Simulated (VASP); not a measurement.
# Hf (P6_3/mmc) in VASP: further runs, part 2 of 2

VASP 6.6.1. Earlier steps stand in the parts before.

## 3. Single point, PBE

File INCAR:

```
SYSTEM = Hf
  PREC = Accurate
  ENCUT = 520
  EDIFF = 1E-6
  ISMEAR = 1
  SIGMA = 0.01
  LREAL = .False.
  LASPH = .True.
  NELM = 60
  ALGO = Normal
  ISIF = 2
  LWAVE = .False.
  LCHARG = .False.
  GGA = PE
  NBANDS = 17
```

File KPOINTS:

```
regular mesh
0
Gamma
  11 11 6
  0 0 0
```

File POSCAR:

```
Hf
1.0
    3.2045059552      0.0000000000      0.0000000000
   -1.6022529776      2.7751835638      0.0000000000
    0.0000000000      0.0000000000      5.0738215932
Hf
2
Direct
    0.3333333333      0.6666666667      0.2500000000
    0.6666666667      0.3333333333      0.7500000000
```

Potentials or basis: VASP PAW PBE potentials, release 64 (Hf_pv).

Command:

```sh
$ cat potpaw_PBE.64/Hf_pv/POTCAR > POTCAR
$ mpirun -np 1 vasp_std > vasp.out
```

OUTCAR:

```text
SYSTEM = Hf
   PREC = Accurate
   ENCUT = 520
   EDIFF = 1E-6
   ISMEAR = 1
   LREAL = .False.
   LASPH = .True.
   NELM = 60
   ISIF = 2
   GGA = PE

 ion  position               nearest neighbor table
   1  0.333  0.667  0.250-   2 3.14   2 3.14   2 3.14   2 3.14   2 3.14   2 3.14
   2  0.667  0.333  0.750-   1 3.14   1 3.14   1 3.14   1 3.14   1 3.14   1 3.14

  LATTYP: Found a hexagonal cell.
 ALAT       =     3.2045059552
 C/A-ratio  =     1.5833397298

  Lattice vectors:

 A1 = (   3.2045059552,   0.0000000000,   0.0000000000)
 A2 = (  -1.6022529776,   2.7751835638,   0.0000000000)
 A3 = (   0.0000000000,   0.0000000000,   5.0738215932)

Analysis of symmetry for initial positions (statically):
=====================================================================
 Subroutine PRICEL returns:
 Original cell was already a primitive cell.

 Routine SETGRP: Setting up the symmetry group for a
 hexagonal supercell.

 Subroutine GETGRP returns: Found 24 space group operations
 (whereof 12 operations were pure point group operations)
 out of a pool of 24 trial point group operations.

The static configuration has the point symmetry D_3d.
 The point group associated with its full space group is D_6h.

Analysis of symmetry for dynamics (positions and initial velocities):
=====================================================================
 Subroutine PRICEL returns:
 Original cell was already a primitive cell.

 Routine SETGRP: Setting up the symmetry group for a
 hexagonal supercell.

 Subroutine GETGRP returns: Found 24 space group operations
 (whereof 12 operations were pure point group operations)
 out of a pool of 24 trial point group operations.

The dynamic configuration has the point symmetry D_3d.
 The point group associated with its full space group is D_6h.

 Subroutine INISYM returns: Found 24 space group operations
 (whereof 12 operations are pure point group operations),
 and found     1 'primitive' translations

[... 106 lines left out ...]
   NUPDOWN=      -1.0000    fix difference up-down
   EMIN   =  10.00;   EMAX   =-10.00  energy-range for DOS
   EFERMI =   0.00;   METHOD = LEGACY
   ISMEAR =     1;   SIGMA  =   0.01  broadening in eV -4-tet -1-fermi 0-gaus
   EFERMI_NEDOS =   21; number of points for ismear=-14 and -15
   IALGO  =     38    algorithm
   IMIX   =      4    mixing-type and parameters
     AMIX     =   0.40;   BMIX     =  1.00
     AMIX_MAG =   1.60;   BMIX_MAG =  1.00
  volume/ion in A,a.u.               =      22.56       152.25
  Fermi-wavevector in a.u.,A,eV,Ry     =   1.248213  2.358781 21.198375  1.558037
  Thomas-Fermi vector in A             =   2.382310
   LORBIT       =      0    0 simple, 1 ext, 2 COOP (PROOUT), +10 PAW based schemes
   GGA     = PE    functional components
   LHFCALC =     F    Hartree Fock is set to
   AEXX    =    0.0000 exact exchange contribution
   IVDW    =     0    specifies the selected vdW correction
   LEPSILON=     F    determine dielectric tensor
   LRPA    =     F    only Hartree local field effects (RPA)
 non-spin polarized calculation
 Methfessel and Paxton  Order N= 1 SIGMA  =   0.01
  energy-cutoff  :      520.00
  volume of cell :       45.12
 maximum number of plane-waves:      1231
 NGX is ok and might be reduce to    24
   NGX = 11   NGY = 11   NGZ = 19

 number of electron      20.0000006 magnetization

 Free energy of the ion-electron system (eV)
  ---------------------------------------------------
  ext. energy  EPLUGINS =         0.00000000
  ---------------------------------------------------
  free energy    TOTEN  =       -19.84577379 eV

  energy without entropy =      -19.84567829  energy(sigma->0) =      -19.84574195

 E-fermi :   4.8189     XC(G=0): -11.2463

 val. band max:        4.8090272627   @ k =   0.0909  -0.0000   0.1667
 cond. band min:       4.8195137935   @ k =   0.3636   0.1818   0.3333
 fundamental gap:      0.0104865308
 Fermi energy:         4.8189387107

 k-point     1 :       0.0000    0.0000    0.0000
  band No.  band energies     occupation
      1     -26.2289      2.00000
      2     -25.5081      2.00000
      3     -25.5081      2.00000
      4     -25.3884      2.00000
      5     -25.3843      2.00000
      6     -25.3843      2.00000
[... 457 lines left out ...]
      4     -25.5792      2.00000
      5     -25.4604      2.00000
      6     -25.4465      2.00000
[... 9 lines left out ...]
     16       8.5326      0.00000
     17      10.6540      0.00000

 [... further k-points ...]
[... 5 lines left out ...]
  --------------------------------------------------------------------------------------
  -------------------------------------------------------------------------------------
  Total       -0.0541142     -0.0541142     -0.0327744      0.0000000      0.0000000     -0.0000000
  in kB       -1.9214722     -1.9214722     -1.1637431      0.0000000      0.0000000     -0.0000000
  external PRESSURE =      -1.6688958 kB  Pullay stress =       0.0000000 kB

 VOLUME and BASIS-vectors are now :
 -----------------------------------------------------------------------------
  energy-cutoff  :      520.00
  volume of cell :       45.12
      direct lattice vectors                 reciprocal lattice vectors
     3.204505955  0.000000000  0.000000000     0.312060584  0.180168262  0.000000000
    -1.602252978  2.775183564  0.000000000     0.000000000  0.360336524  0.000000000
     0.000000000  0.000000000  5.073821593     0.000000000  0.000000000  0.197090099

 POSITION                                       TOTAL-FORCE (eV/Angst)
 -----------------------------------------------------------------------------------
     -0.00000      1.85012      1.26846         0.000000      0.000000      0.000000
      1.60225      0.92506      3.80537        -0.000000     -0.000000      0.000000
 -----------------------------------------------------------------------------------
    total drift:                               -0.000000      0.000000     -0.000000

  FREE ENERGIE OF THE ION-ELECTRON SYSTEM (eV)
  ---------------------------------------------------
  free  energy   TOTEN  =       -19.8457737869 eV

  energy  without entropy=      -19.8456782894  energy(sigma->0) =      -19.84574195
```

Wall time 56 s (1 thread of Intel Xeon 8259CL, shared host); peak memory 0.18 GiB.

Results:

```yaml
Free_energy: -19.8458 eV
Pressure: -0.2 GPa
Band_gap_on_the_k_mesh: zero (band 10 reaches 6.04 eV, above the bottom of band 11 at 4.56 eV)
```

Caveat: spin-orbit coupling is left out, which moves the levels of the heavy elements.

## 4. Single point, PBE

File INCAR:

```
SYSTEM = Hf
ALGO = Normal
EDIFF = 1E-6
ENCUT = 520
GGA = PE
ISIF = 2
ISMEAR = 1
LASPH = .True.
LCHARG = .True.
LELF = .True.
LREAL = .False.
LVHAR = .True.
LWAVE = .False.
NBANDS = 17
NELM = 60
PREC = Accurate
SIGMA = 0.03
```

File KPOINTS:

```
k-points
0
Gamma
  11 11 6
  0 0 0
```

POSCAR is that of step 3.

Command:

```sh
$ cat potpaw_PBE.64/Hf_pv/POTCAR > POTCAR
$ mpirun -np 1 vasp_std > vasp.out
```

Wall time 56 s (1 thread of Intel Xeon 8259CL, shared host); peak memory 0.18 GiB.

Results (log left out):

```
Free energy            : -19.8459 eV
Pressure               : -0.2 GPa
Band gap on the k mesh : zero (band 10 reaches 6.04 eV, above the bottom of band 11 at 4.56 eV)
```

Levels at points of the mesh, in eV from the Fermi level:
```
           k point  band 8  band 9  band 10  band 11  band 12  band 13
(0.00, 0.00, 0.00)   -3.65    0.65     1.22     1.22     1.48     2.02
(0.00, 0.00, 0.50)   -5.35    0.18     0.18     1.11     1.11     1.11
```

Caveat: spin-orbit coupling is left out, which moves the levels of the heavy elements.

## 5. Single point, PBE

File INCAR:

```
  PREC = Accurate
  ENCUT = 520
  EDIFF = 1E-6
  ISMEAR = 1
  SIGMA = 0.2
  LREAL = False
  LASPH = True
  NELM = 60
  ALGO = Normal
  ISIF = 2
  LWAVE = False
  LCHARG = False
  GGA = PE
  NBANDS = 17
```

File KPOINTS:

```
Automatic mesh
0
Gamma
  11 11 6
```

POSCAR is that of step 4.

Command:

```sh
$ cat potpaw_PBE.64/Hf_pv/POTCAR > POTCAR
$ mpirun -np 1 vasp_std > vasp.out
```

Run time: 52 s. Hardware: 1 thread of Intel Xeon 8259CL, shared host; peak memory 0.18 GiB.

The run converged. Its results:

* Free energy: -19.8482 eV
* Pressure: -0.4 GPa
* Band gap on the k mesh: zero (band 10 reaches 6.04 eV, above the bottom of band 11 at 4.56 eV)

Stress tensor (GPa, compression positive):
```
-0.38  0.00  0.00
 0.00 -0.38  0.00
 0.00  0.00 -0.55
```

Levels at points of the mesh, in eV from the Fermi level:
| k point | band 8 | band 9 | band 10 | band 11 | band 12 | band 13 |
| --- | --- | --- | --- | --- | --- | --- |
| (0.00, 0.00, 0.00) | -3.69 | 0.60 | 1.18 | 1.18 | 1.44 | 1.98 |
| (0.00, 0.00, 0.50) | -5.39 | 0.14 | 0.14 | 1.07 | 1.07 | 1.07 |

Caveat: spin-orbit coupling is left out, which moves the levels of the heavy elements.

## 6. Single point, PBE

File INCAR:

```
SYSTEM = Hf
PREC = Accurate
ENCUT = 520
EDIFF = 1E-6
ISMEAR = 1
SIGMA = 0.3
LREAL = .FALSE.
LASPH = .TRUE.
NELM = 80
ALGO = Normal
ISIF = 2
LWAVE = .FALSE.
LCHARG = .FALSE.
GGA = PE
NBANDS = 17
```

File KPOINTS:

```
Automatic mesh
0
G
  11 11 6
  0 0 0
```

POSCAR is that of step 5.

Potentials or basis: VASP PAW PBE potentials, release 64 (Hf_pv).

Command:

```sh
$ cat potpaw_PBE.64/Hf_pv/POTCAR > POTCAR
$ mpirun -np 1 vasp_std > vasp.out
```

Run time: 52 s. Hardware: 1 thread of Intel Xeon 8259CL, shared host; peak memory 0.18 GiB.

Results (log left out):

```
Free energy            : -19.8465 eV
Pressure               : -0.5 GPa
Band gap on the k mesh : zero (band 10 reaches 6.04 eV, above the bottom of band 11 at 4.56 eV)
```

Stress tensor (GPa, compression positive):
```
-0.42  0.00  0.00
 0.00 -0.42  0.00
 0.00  0.00 -0.74
```

Levels at points of the mesh, in eV from the Fermi level:
```csv
k point,band 8,band 9,band 10,band 11,band 12,band 13
"(0.00, 0.00, 0.00)",-3.69,0.60,1.17,1.17,1.43,1.98
"(0.00, 0.00, 0.50)",-5.40,0.14,0.14,1.06,1.06,1.06
```

Caveat: spin-orbit coupling is left out, which moves the levels of the heavy elements.

## 7. The runs side by side

```csv
smearing,gap on the mesh (eV),pressure (GPa)
methfessel-paxton 1 eV,none,-0.7
methfessel-paxton 0.01 eV,none,-0.2
methfessel-paxton 0.03 eV,none,-0.2
methfessel-paxton 0.2 eV,none,-0.4
methfessel-paxton 0.3 eV,none,-0.5
```

Alike in all rows: task single point; level PBE; potentials or basis VASP PAW PBE potentials, release 64 (Hf_pv); no spin polarisation; cell as given; k mesh 11 × 11 × 6; cutoff (eV) 520.

Every run on the cell as given and a fine mesh finds a metal.

Caveats: spin-orbit coupling is left out, which moves the levels of the heavy elements.

Total energies depend on the potentials used, so only differences within one code and one set of settings carry meaning.
